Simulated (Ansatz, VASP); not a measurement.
# One calculation of BN, two programs

INCAR

```
SYSTEM = BN
PREC = Accurate
ENCUT = 520
EDIFF = 1E-8
ISMEAR = 0
SIGMA = 0.01
LREAL = .FALSE.
LASPH = .TRUE.
NELM = 120
ALGO = Normal
ISIF = 2
LWAVE = .FALSE.
LCHARG = .FALSE.
GGA = PE
LEFG = .TRUE.
NBANDS = 16
GGA_COMPAT = .FALSE.
```

Contents of KPOINTS:

```
Automatic mesh
0
G
  12 12 6
  0 0 0
```

Contents of POSCAR:

```
BN
1.0
    2.5545414021      0.0000000000      0.0000000000
   -1.2772707011      2.2122977492      0.0000000000
    0.0000000000      0.0000000000      4.2245536550
B N
2 2
Direct
    0.6666666667      0.3333333333      0.9998056378
    0.3333333333      0.6666666667      0.4998056378
    0.6666666667      0.3333333333      0.6251943622
    0.3333333333      0.6666666667      0.1251943622
```

Input for Ansatz:

```yaml
crystal:
  lattice:
    - [2.5545414021, 0.0, 0.0]
    - [-1.2772707011, 2.2122977492, 0.0]
    - [0.0, 0.0, 4.224553655]
  atoms:
    - { symbol: B, position: [0.6666666667, 0.3333333333, 0.9998056378] }
    - { symbol: B, position: [0.3333333333, 0.6666666667, 0.4998056378] }
    - { symbol: "N", position: [0.6666666667, 0.3333333333, 0.6251943622] }
    - { symbol: "N", position: [0.3333333333, 0.6666666667, 0.1251943622] }
basis:
  ecutwfc: 420
kpoints:
  mp_grid: { grid: [12, 12, 6] }
hamiltonian:
  xc: pbe
scf:
  occupations: { method: fixed }
output:
  forces: true
  stress: true
  eigenvalues: true
  efg: {}
  polarization: {}
checkpoint:
  read: start.run
  write: ck
  compress: false
  write_wavefunctions: false
  write_every: 100000
```

Alike in both runs: task electric field gradients; functional PBE; k mesh 12 × 12 × 6; no spin polarisation.

```csv
,VASP,Ansatz
version,VASP 6.6.1,Ansatz 0.2.0
potentials or method,"VASP PAW PBE potentials, release 64 (B, N), cutoff 520 eV","scalar-relativistic, plane waves, PAW"
occupations,"gaussian, width 0.01 eV",fixed
valence electrons in the cell,16,16
```

VASP gave:

- gap on the k mesh at the Fermi level (eV): 5.21
- least direct gap on the mesh (eV): 8.24
- pressure (GPa): 0.2
- size of Vzz on the site where it differs most (V/Å²): 0.9

Task: What did Ansatz give for the same quantities?

Result: gap on the k mesh at the Fermi level (eV): 5.23; least direct gap on the mesh (eV): 8.25; pressure (GPa): 0.0; size of Vzz on the site where it differs most (V/Å²): 0.7.
